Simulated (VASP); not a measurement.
Wanted: the native input for a VASP 6.6.1 run.

```
Task                   : relaxation of cell and atoms
Functional             : r2SCAN
Potentials or basis    : VASP PAW PBE potentials, release 64 (Al)
Cutoff                 : 550 eV
k mesh                 : 9 × 9 × 9
Occupations            : methfessel-paxton, width 0.1 eV
Spin                   : no spin polarisation
Dipole correction      : no
Further INCAR settings : ALGO = Normal; EDIFF = 1e-07; IBRION = 2; EDIFFG = -0.01; NSW = 60; ISIF = 3
```

The system is Al.

```
CELL_PARAMETERS angstrom
0.00000 2.02500 2.02500
2.02500 0.00000 2.02500
2.02500 2.02500 0.00000
ATOMIC_POSITIONS crystal
Al 0.00000 0.00000 0.00000
```

The input as run:

POSCAR

```
Al
1.0
    0.0000000000      2.0250000000      2.0250000000
    2.0250000000      0.0000000000      2.0250000000
    2.0250000000      2.0250000000      0.0000000000
Al
1
Direct
    0.0000000000      0.0000000000      0.0000000000
```

INCAR.step1

```
SYSTEM = Al
PREC     = Accurate       ! precision mode
ENCUT    = 550            ! plane-wave cutoff, eV
ISMEAR   = 1              ! smearing method
SIGMA    = 0.1            ! smearing width, eV
LREAL    = .FALSE.        ! projectors in reciprocal space
LASPH    = .TRUE.         ! aspherical terms in the spheres
NELM     = 120            ! most SCF steps
GGA      = PE             ! functional
ALGO     = Normal         ! electronic algorithm
EDIFF    = 1E-5           ! SCF threshold, eV
LWAVE    = .TRUE.         ! write WAVECAR
LCHARG   = .FALSE.        ! write CHGCAR
GGA_COMPAT= .FALSE.      
IBRION   = 2              ! ionic algorithm
ISIF     = 3              ! what is computed and relaxed
EDIFFG   = -0.005         ! ionic threshold
NELMIN   = 4            
NSW      = 100            ! ionic steps
```

INCAR.step2

```
SYSTEM = Al
PREC     = Accurate       ! precision mode
ENCUT    = 550            ! plane-wave cutoff, eV
EDIFF    = 1E-7           ! SCF threshold, eV
ISMEAR   = 1              ! smearing method
SIGMA    = 0.1            ! smearing width, eV
LREAL    = .FALSE.        ! projectors in reciprocal space
LASPH    = .TRUE.         ! aspherical terms in the spheres
NELM     = 120            ! most SCF steps
ALGO     = Normal         ! electronic algorithm
ISIF     = 3              ! what is computed and relaxed
LWAVE    = .FALSE.        ! write WAVECAR
LCHARG   = .FALSE.        ! write CHGCAR
METAGGA  = R2SCAN         ! meta-GGA
LMIXTAU  = .TRUE.       
IBRION   = 2              ! ionic algorithm
NSW      = 60             ! ionic steps
EDIFFG   = -0.01          ! ionic threshold
ISTART   = 1            
GGA_COMPAT= .FALSE.      
NELMIN   = 4
```

KPOINTS

```
regular mesh
0
G
  9 9 9
  0 0 0
```

Potentials or basis: VASP PAW PBE potentials, release 64 (Al).

Command:

```console
$ cat potpaw_PBE.64/Al/POTCAR > POTCAR
$ cp INCAR.step1 INCAR
$ mpirun -np 1 vasp_std > vasp.out
$ cp INCAR.step2 INCAR
$ mpirun -np 1 vasp_std > vasp.out
```

Results of the run:

The relaxed volume is 15.88 Å³/atom and the relaxed cell is a = 2.821 Å, b = 2.821 Å, c = 2.821 Å, α = 60.00°, β = 60.00°, γ = 60.00°. The space group after relaxing (to 0.1 Å) is Fm-3m (No. 225) and the energy gained by relaxing is 7.9 meV/atom. The ionic steps are 3 and the pressure after relaxing is 0.0 GPa. The band gap on the k mesh is zero (an odd number of electrons rules out a gap without spin polarisation).

Caveat: the PAW data sets were made with another functional, which shifts forces and pressure a little.

Run time: 61 s on 1 thread of Intel Xeon 8259CL (shared host), peak memory 0.14 GiB.
